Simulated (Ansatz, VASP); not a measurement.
## Two plane-wave programs on Ni

```
Ni
1.0
     2.48816    0.00000    0.00000
    -1.24408    2.15481    0.00000
     0.00000    0.00000    4.13959
Ni
2
Cartesian
  0.0000 1.4365 1.0349
  1.2441 0.7183 3.1047
```

Alike in both runs: task single point; functional PBEsol; k mesh 13 × 13 × 7; occupations fermi-dirac, width 0.1 eV; collinear spin.

|  | VASP | Ansatz |
| --- | --- | --- |
| version | VASP 6.6.1 | Ansatz 0.2.0 |
| potentials or method | VASP PAW PBE potentials, release 64 (Ni), cutoff 520 eV | plane waves, PAW |
| valence electrons in the cell | 20 | 36 |

```csv
,VASP,Ansatz,Ansatz less VASP
pressure (GPa),-11.9,-12.1,-0.18
"traceless stress, the component that is largest in VASP (GPa)",-1.98,-1.95,+0.028
net moment per atom (μB),0.62,0.63,+0.011
size of the moment on the site where the two differ most (μB),0.64,0.67,+0.036
```

VASP's potentials were made for PBE, not for PBEsol. Site moments also hang on the region over which each program counts them. The functional is the same, so the differences come from potentials, cutoffs and numerics. VASP's potentials hold 20 valence electrons a cell and Ansatz's 36, so a difference there can come from the potentials and not from the codes.
